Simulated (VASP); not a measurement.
# Mg (Im-3m) in VASP: further runs

Runs on Mg. Level: LDA. Tasks: single point.

All numbers are computed with VASP 6.6.1; they aren't measurements. Logs are shortened: lines on timing, memory, paths and dates and some standing lists are left out, and cuts for length are marked.

## Step 1: The cell of the first run

It takes space group Im-3m (No. 229, cubic). Conventional cell: a = 3.025 Å, b = 3.025 Å, c = 3.025 Å, α = 90.00°, β = 90.00°, γ = 90.00°. Mg (site symmetry m-3m) has 14 Mg at 2.62 to 3.03 Å within 3.5 Å.

## Step 2: Single point, LDA

INCAR

```
SYSTEM = Mg
PREC = Accurate
ENCUT = 600
EDIFF = 1E-6
ISMEAR = 1
SIGMA = 0.05
LREAL = .False.
LASPH = .True.
NELM = 120
ALGO = Normal
ISIF = 2
LWAVE = .False.
LCHARG = .True.
LELF = .True.
LVHAR = .True.
NBANDS = 7
GGA_COMPAT = .False.
```

KPOINTS

```
regular mesh
0
Gamma
  11 11 11
  0 0 0
```

POSCAR

```
Mg
1.0
   -1.5125263154      1.5125263154      1.5125263154
    1.5125263154     -1.5125263154      1.5125263154
    1.5125263154      1.5125263154     -1.5125263154
Mg
1
Direct
    0.0000000000      0.0000000000      0.0000000000
```

Potentials or basis: VASP PAW LDA potentials, release 64 (Mg).

The run is started by

```sh
cat potpaw_LDA.64/Mg/POTCAR > POTCAR
mpirun -np 1 vasp_std > vasp.out
```

OUTCAR:

```text
SYSTEM = Mg
   PREC = Accurate
   ENCUT = 600
   EDIFF = 1E-6
   ISMEAR = 1
   LREAL = .False.
   LASPH = .True.
   NELM = 120
   ISIF = 2

 ion  position               nearest neighbor table
   1  0.000  0.000  0.000-

  LATTYP: Found a body centered cubic cell.
 ALAT       =     3.0250526308

  Lattice vectors:

 A1 = (  -1.5125263154,   1.5125263154,   1.5125263154)
 A2 = (   1.5125263154,  -1.5125263154,   1.5125263154)
 A3 = (   1.5125263154,   1.5125263154,  -1.5125263154)

Analysis of symmetry for initial positions (statically):
=====================================================================
 Subroutine PRICEL returns:
 Original cell was already a primitive cell.

 Routine SETGRP: Setting up the symmetry group for a
 body centered cubic supercell.

 Subroutine GETGRP returns: Found 48 space group operations
 (whereof 48 operations were pure point group operations)
 out of a pool of 48 trial point group operations.

The static configuration has the point symmetry O_h .

Analysis of symmetry for dynamics (positions and initial velocities):
=====================================================================
 Subroutine PRICEL returns:
 Original cell was already a primitive cell.

 Routine SETGRP: Setting up the symmetry group for a
 body centered cubic supercell.

 Subroutine GETGRP returns: Found 48 space group operations
 (whereof 48 operations were pure point group operations)
 out of a pool of 48 trial point group operations.

The dynamic configuration has the point symmetry O_h .

 Subroutine INISYM returns: Found 48 space group operations
 (whereof 48 operations are pure point group operations),
 and found     1 'primitive' translations

----------------------------------------------------------------------------------------

                                     Primitive cell

  volume of cell :      13.8410

  direct lattice vectors                    reciprocal lattice vectors
    -1.512526315  1.512526315  1.512526315     0.000000000  0.330572761  0.330572761
     1.512526315 -1.512526315  1.512526315     0.330572761  0.000000000  0.330572761
     1.512526315  1.512526315 -1.512526315     0.330572761  0.330572761  0.000000000

  length of vectors
     2.619772426  2.619772426  2.619772426     0.467500482  0.467500482  0.467500482

  position of ions in fractional coordinates (direct lattice)
     0.000000000  0.000000000  0.000000000

  ion indices of the primitive-cell ions
   primitive index   ion index
                 1           1

----------------------------------------------------------------------------------------

 KPOINTS: regular mesh

Automatic generation of k-mesh.
 Grid dimensions read from file:
 generate k-points for:   11   11   11

 Generating k-lattice:

  Cartesian coordinates                     Fractional coordinates (reciprocal lattice)
     0.000000000  0.030052069  0.030052069     0.090909091  0.000000000  0.000000000
     0.030052069  0.000000000  0.030052069     0.000000000  0.090909091  0.000000000
     0.030052069  0.030052069  0.000000000     0.000000000  0.000000000  0.090909091

  Length of vectors
     0.042500044  0.042500044  0.042500044

  Shift w.r.t. Gamma in fractional coordinates (k-lattice)
     0.000000000  0.000000000  0.000000000

 Subroutine IBZKPT returns following result:
 ===========================================

 Found     56 irreducible k-points:

 Following reciprocal coordinates:
            Coordinates               Weight
  0.000000  0.000000  0.000000      1.000000
  0.090909  0.000000  0.000000     12.000000
  0.181818  0.000000  0.000000     12.000000
  0.272727  0.000000  0.000000     12.000000
  0.363636  0.000000  0.000000     12.000000
  0.454545  0.000000  0.000000     12.000000
[... 16 lines left out ...]
  0.272727  0.181818  0.090909     48.000000
  0.363636  0.181818  0.090909     24.000000
 [... further k-points ...]
   k-points           NKPTS =     56   k-points in BZ     NKDIM =     56   number of bands    NBANDS=      7
   number of dos      NEDOS =    301   number of ions     NIONS =      1
   total plane-waves  NPLWV =  13824
   dimension x,y,z NGX =    24 NGY =   24 NGZ =   24
   dimension x,y,z NGXF=    48 NGYF=   48 NGZF=   48
   ions per type =               1
   NGX,Y,Z   is equivalent  to a cutoff of  15.23, 15.23, 15.23 a.u.
   NGXF,Y,Z  is equivalent  to a cutoff of  30.46, 30.46, 30.46 a.u.
 SYSTEM =  Mg
   PREC   = accura    normal or accurate (medium, high low for compatibility)
   ISTART =      0    job   : 0-new  1-cont  2-samecut
   ICHARG =      2    charge: 1-file 2-atom 10-const
   ISPIN  =      1    spin polarized calculation?
   LNONCOLLINEAR =      F non collinear calculations
   LSORBIT =      F    spin-orbit coupling
   LASPH  =      T    aspherical Exc in radial PAW
   ENCUT  =  600.0 eV  44.10 Ry    6.64 a.u.   5.23  5.23  5.23*2*pi/ulx,y,z
   NELM   =    120;   NELMIN=  2; NELMDL= -5     # of ELM steps
   EDIFF  = 0.1E-05   stopping-criterion for ELM
   LREAL  =      F    real-space projection
   EDIFFG = 0.1E-04   stopping-criterion for IOM
   NSW    =      0    number of steps for IOM
   IBRION =     -1    ionic relax: 0-MD 1-quasi-New 2-CG
   NFREE  =      0    steps in history (QN), initial steepest desc. (CG)
   ISIF   =      2    stress and relaxation
   ISYM   =      2    0-nonsym 1-usesym 2-fastsym
   POTIM  = 0.5000    time-step for ionic-motion
   TEBEG  =    0.0;   TEEND  =   0.0 temperature during run
   PSTRESS=    0.0 pullay stress
   NELECT =       2.0000    total number of electrons
   NUPDOWN=      -1.0000    fix difference up-down
   EMIN   =  10.00;   EMAX   =-10.00  energy-range for DOS
   EFERMI =   0.00;   METHOD = LEGACY
   ISMEAR =     1;   SIGMA  =   0.05  broadening in eV -4-tet -1-fermi 0-gaus
   EFERMI_NEDOS =   21; number of points for ismear=-14 and -15
   IALGO  =     38    algorithm
   IMIX   =      4    mixing-type and parameters
     AMIX     =   0.40;   BMIX     =  1.00
     AMIX_MAG =   1.60;   BMIX_MAG =  1.00
  volume/ion in A,a.u.               =      13.84        93.40
  Fermi-wavevector in a.u.,A,eV,Ry     =   0.859070  1.623407 10.041117  0.738001
  Thomas-Fermi vector in A             =   1.976370
   LORBIT       =      0    0 simple, 1 ext, 2 COOP (PROOUT), +10 PAW based schemes
   GGA     = CA    functional components
   LHFCALC =     F    Hartree Fock is set to
   AEXX    =    0.0000 exact exchange contribution
   IVDW    =     0    specifies the selected vdW correction
   LEPSILON=     F    determine dielectric tensor
   LRPA    =     F    only Hartree local field effects (RPA)
 non-spin polarized calculation
 Methfessel and Paxton  Order N= 1 SIGMA  =   0.05
  energy-cutoff  :      600.00
  volume of cell :       13.84
 maximum number of plane-waves:       472
 NGX is ok and might be reduce to    24
   NGX = 11   NGY = 11   NGZ = 11

 number of electron       2.0000000 magnetization

 Free energy of the ion-electron system (eV)
  ---------------------------------------------------
  ext. energy  EPLUGINS =         0.00000000
  ---------------------------------------------------
  free energy    TOTEN  =        -1.10500687 eV

  energy without entropy =       -1.10491751  energy(sigma->0) =       -1.10497708

 E-fermi :   5.9054     XC(G=0): -10.4759

 val. band max:        5.8882586518   @ k =   0.3636   0.1818   0.0909
 cond. band min:       5.9932144689   @ k =  -0.4545   0.4545   0.0909
 fundamental gap:      0.1049558171
 Fermi energy:         5.9053869568

 k-point     1 :       0.0000    0.0000    0.0000
  band No.  band energies     occupation
      1      -3.6333      2.00000
      2      22.4422      0.00000
      3      22.4422      0.00000
      4      22.4422      0.00000
      5      25.1926      0.00000
      6      25.1926      0.00000
      7      27.0396      0.00000

 k-point     2 :       0.0909    0.0000    0.0000
  band No.  band energies     occupation
      1      -3.3601      2.00000
      2      20.1148      0.00000
      3      21.2373      0.00000
      4      22.0680      0.00000
      5      23.8469      0.00000
      6      23.9999      0.00000
      7      28.2038      0.00000

 k-point     3 :       0.1818    0.0000    0.0000
  band No.  band energies     occupation
      1      -2.5484      2.00000
      2      16.0632      0.00000
      3      19.4098      0.00000
      4      21.3129      0.00000
      5      22.2486      0.00000
      6      23.7593      0.00000
      7      28.5906      0.00000

 k-point     4 :       0.2727    0.0000    0.0000
  band No.  band energies     occupation
      1      -1.2213      2.00000
      2      12.2209      0.00000
      3      17.9047      0.00000
      4      20.6033      0.00000
      5      21.0333      0.00000
      6      23.2897      0.00000
      7      29.3315      0.00000

 k-point     5 :       0.3636    0.0000    0.0000
  band No.  band energies     occupation
      1       0.5825      2.00000
      2       8.7571      0.00000
      3      16.8734      0.00000
      4      20.0986      0.00000
      5      20.2322      0.00000
      6      22.6803      0.00000
      7      30.2423      0.00000
[... 161 lines left out ...]
 k-point    22 :       0.1818    0.1818    0.0909
  band No.  band energies     occupation
      1       0.8339      2.00000
      2      10.6476      0.00000
      3      11.9518      0.00000
      4      16.4301      0.00000
      5      26.5028      0.00000
      6      27.9873      0.00000
      7      30.1356      0.00000

 k-point    23 :       0.2727    0.1818    0.0909
  band No.  band energies     occupation
      1       2.7936      2.00000
      2       8.0332      0.00000
      3      10.8873      0.00000
      4      15.5561      0.00000
      5      26.6644      0.00000
      6      28.7814      0.00000
      7      30.3751      0.00000

 k-point    24 :       0.3636    0.1818    0.0909
  band No.  band energies     occupation
      1       4.6352      2.00000
      2       5.8883      1.54381
      3      10.6036      0.00000
      4      15.2726      0.00000
      5      26.6109      0.00000
      6      29.0103      0.00000
      7      30.6026      0.00000

 [... further k-points ...]

------------------------ aborting loop because EDIFF is reached ----------------------------------------

  FORCE on cell =-STRESS in cart. coord.  units (eV):
  Direction    XX          YY          ZZ          XY          YZ          ZX
  --------------------------------------------------------------------------------------
  -------------------------------------------------------------------------------------
  Total        3.5979492      3.5979492      3.5979492      0.0000000     -0.0000000     -0.0000000
  in kB      416.4825460    416.4825460    416.4825460      0.0000000     -0.0000000     -0.0000000
  external PRESSURE =     416.4825460 kB  Pullay stress =       0.0000000 kB

 VOLUME and BASIS-vectors are now :
 -----------------------------------------------------------------------------
  energy-cutoff  :      600.00
  volume of cell :       13.84
      direct lattice vectors                 reciprocal lattice vectors
    -1.512526315  1.512526315  1.512526315     0.000000000  0.330572761  0.330572761
     1.512526315 -1.512526315  1.512526315     0.330572761  0.000000000  0.330572761
     1.512526315  1.512526315 -1.512526315     0.330572761  0.330572761  0.000000000

 POSITION                                       TOTAL-FORCE (eV/Angst)
 -----------------------------------------------------------------------------------
      0.00000      0.00000      0.00000         0.000000      0.000000      0.000000
 -----------------------------------------------------------------------------------
    total drift:                                0.000000      0.000000      0.000000

  FREE ENERGIE OF THE ION-ELECTRON SYSTEM (eV)
  ---------------------------------------------------
  free  energy   TOTEN  =        -1.1050068680 eV

  energy  without entropy=       -1.1049175142  energy(sigma->0) =       -1.10497708
```

Run time: 6 s. Hardware: 1 thread of AMD EPYC 7R43 (Zen 3), shared host; peak memory 0.09 GiB.

Results:

* Free energy: -1.1050 eV
* Pressure: 41.6 GPa
* Band gap on the k mesh: zero (band 1 reaches 8.38 eV, above the bottom of band 2 at 5.03 eV)

Levels at points of the mesh, in eV from the Fermi level:
```csv
k point,band 1,band 2,band 3,band 4,band 5,band 6
"(0.00, 0.00, 0.00)",-9.54,16.54,16.54,16.54,19.29,19.29
```

## Step 3: Single point, LDA

This run uses another cell than the first one, of 14.16 Å³/atom, 1.023 times its volume.

INCAR

```
PREC = Accurate
ENCUT = 600
EDIFF = 1E-6
ISMEAR = 1
SIGMA = 0.05
LREAL = F
LASPH = T
NELM = 120
ALGO = Normal
ISIF = 2
LWAVE = F
LCHARG = F
NBANDS = 7
GGA_COMPAT = F
```

KPOINTS

```
regular mesh
0
Gamma
  11 11 11
```

POSCAR

```
Mg
1.0
   -1.5241615905      1.5241615905      1.5241615905
    1.5241615905     -1.5241615905      1.5241615905
    1.5241615905      1.5241615905     -1.5241615905
Mg
1
Direct
    0.0000000000      0.0000000000      0.0000000000
```

Potentials or basis: VASP PAW LDA potentials, release 64 (Mg).

The run is started by

```sh
cat potpaw_LDA.64/Mg/POTCAR > POTCAR
mpirun -np 1 vasp_std > vasp.out
```

OUTCAR:

```text
PREC = Accurate
   ENCUT = 600
   EDIFF = 1E-6
   ISMEAR = 1
   LREAL = F
   LASPH = T
   NELM = 120
   ISIF = 2

 ion  position               nearest neighbor table
   1  0.000  0.000  0.000-

  LATTYP: Found a body centered cubic cell.
 ALAT       =     3.0483231810

  Lattice vectors:

 A1 = (  -1.5241615905,   1.5241615905,   1.5241615905)
 A2 = (   1.5241615905,  -1.5241615905,   1.5241615905)
 A3 = (   1.5241615905,   1.5241615905,  -1.5241615905)

Analysis of symmetry for initial positions (statically):
=====================================================================
 Subroutine PRICEL returns:
 Original cell was already a primitive cell.

 Routine SETGRP: Setting up the symmetry group for a
 body centered cubic supercell.

 Subroutine GETGRP returns: Found 48 space group operations
 (whereof 48 operations were pure point group operations)
 out of a pool of 48 trial point group operations.

The static configuration has the point symmetry O_h .

Analysis of symmetry for dynamics (positions and initial velocities):
=====================================================================
 Subroutine PRICEL returns:
 Original cell was already a primitive cell.

 Routine SETGRP: Setting up the symmetry group for a
 body centered cubic supercell.

 Subroutine GETGRP returns: Found 48 space group operations
 (whereof 48 operations were pure point group operations)
 out of a pool of 48 trial point group operations.

The dynamic configuration has the point symmetry O_h .

 Subroutine INISYM returns: Found 48 space group operations
 (whereof 48 operations are pure point group operations),
 and found     1 'primitive' translations

----------------------------------------------------------------------------------------

[... 108 lines left out ...]
   IMIX   =      4    mixing-type and parameters
     AMIX     =   0.40;   BMIX     =  1.00
     AMIX_MAG =   1.60;   BMIX_MAG =  1.00
  volume/ion in A,a.u.               =      14.16        95.58
  Fermi-wavevector in a.u.,A,eV,Ry     =   0.852512  1.611014  9.888397  0.726777
  Thomas-Fermi vector in A             =   1.968812
   LORBIT       =      0    0 simple, 1 ext, 2 COOP (PROOUT), +10 PAW based schemes
   GGA     = CA    functional components
   LHFCALC =     F    Hartree Fock is set to
   AEXX    =    0.0000 exact exchange contribution
   IVDW    =     0    specifies the selected vdW correction
   LEPSILON=     F    determine dielectric tensor
   LRPA    =     F    only Hartree local field effects (RPA)
 non-spin polarized calculation
 Methfessel and Paxton  Order N= 1 SIGMA  =   0.05
  energy-cutoff  :      600.00
  volume of cell :       14.16
 maximum number of plane-waves:       482
 NGX is ok and might be reduce to    24
   NGX = 11   NGY = 11   NGZ = 11

 number of electron       2.0000000 magnetization

 Free energy of the ion-electron system (eV)
  ---------------------------------------------------
  ext. energy  EPLUGINS =         0.00000000
  ---------------------------------------------------
  free energy    TOTEN  =        -1.18466335 eV

  energy without entropy =       -1.18456188  energy(sigma->0) =       -1.18462953

 E-fermi :   5.7181     XC(G=0): -10.3869

 val. band max:        5.7011626615   @ k =   0.3636   0.1818   0.0909
 cond. band min:       5.8046173514   @ k =  -0.4545   0.4545   0.0909
 fundamental gap:      0.1034546899
 Fermi energy:         5.7181034229

 k-point     1 :       0.0000    0.0000    0.0000
  band No.  band energies     occupation
      1      -3.6916      2.00000
      2      22.0717      0.00000
      3      22.0717      0.00000
      4      22.0717      0.00000
      5      24.7870      0.00000
      6      24.7870      0.00000
      7      26.6084      0.00000
[... 221 lines left out ...]
 k-point    24 :       0.3636    0.1818    0.0909
  band No.  band energies     occupation
      1       4.4747      2.00000
      2       5.7012      1.53860
      3      10.3696      0.00000
      4      14.8747      0.00000
      5      26.1525      0.00000
      6      28.5022      0.00000
      7      30.1025      0.00000

 [... further k-points ...]

------------------------ aborting loop because EDIFF is reached ----------------------------------------

  FORCE on cell =-STRESS in cart. coord.  units (eV):
  Direction    XX          YY          ZZ          XY          YZ          ZX
  --------------------------------------------------------------------------------------
  -------------------------------------------------------------------------------------
  Total        3.3327588      3.3327588      3.3327588     -0.0000000     -0.0000000      0.0000000
  in kB      377.0174328    377.0174328    377.0174328     -0.0000000     -0.0000000      0.0000000
  external PRESSURE =     377.0174328 kB  Pullay stress =       0.0000000 kB

 VOLUME and BASIS-vectors are now :
 -----------------------------------------------------------------------------
  energy-cutoff  :      600.00
  volume of cell :       14.16
      direct lattice vectors                 reciprocal lattice vectors
    -1.524161591  1.524161591  1.524161591     0.000000000  0.328049206  0.328049206
     1.524161591 -1.524161591  1.524161591     0.328049206  0.000000000  0.328049206
     1.524161591  1.524161591 -1.524161591     0.328049206  0.328049206  0.000000000

 POSITION                                       TOTAL-FORCE (eV/Angst)
 -----------------------------------------------------------------------------------
      0.00000      0.00000      0.00000         0.000000     -0.000000      0.000000
 -----------------------------------------------------------------------------------
    total drift:                                0.000000     -0.000000     -0.000000

  FREE ENERGIE OF THE ION-ELECTRON SYSTEM (eV)
  ---------------------------------------------------
  free  energy   TOTEN  =        -1.1846633466 eV

  energy  without entropy=       -1.1845618834  energy(sigma->0) =       -1.18462953
```

OSZICAR:

```text
N       E                     dE             d eps       ncg     rms          rms(c)
DAV:   1    -0.426912327087E-01   -0.42691E-01   -0.10314E+03   826   0.236E+02
DAV:   2    -0.121312531296E+01   -0.11704E+01   -0.10990E+01  1036   0.159E+01
DAV:   3    -0.121689814106E+01   -0.37728E-02   -0.37732E-02   931   0.103E+00
DAV:   4    -0.121690559518E+01   -0.74541E-05   -0.74544E-05  1134   0.341E-02
DAV:   5    -0.121690562575E+01   -0.30567E-07   -0.30388E-07   917   0.151E-03    0.705E-01
DAV:   6    -0.119712869708E+01    0.19777E-01   -0.15816E-04   959   0.769E-02    0.448E-01
DAV:   7    -0.118476178442E+01    0.12367E-01   -0.40296E-04   812   0.122E-01    0.187E-02
DAV:   8    -0.118466941667E+01    0.92368E-04   -0.15733E-05  1085   0.228E-02    0.541E-03
DAV:   9    -0.118466365700E+01    0.57597E-05   -0.27164E-06   903   0.947E-03    0.614E-04
DAV:  10    -0.118466334664E+01    0.31037E-06   -0.52837E-08   504   0.141E-03
   1 F= -.11846633E+01 E0= -.11846295E+01  d E =-.101463E-03
```

Run time: 5.5 s. Hardware: 1 thread of AMD EPYC 7R43 (Zen 3), shared host; peak memory 0.1 GiB.

Results:

- Free energy: -1.1847 eV
- Pressure: 37.7 GPa
- Band gap on the k mesh: zero (band 1 reaches 8.19 eV, above the bottom of band 2 at 4.85 eV)
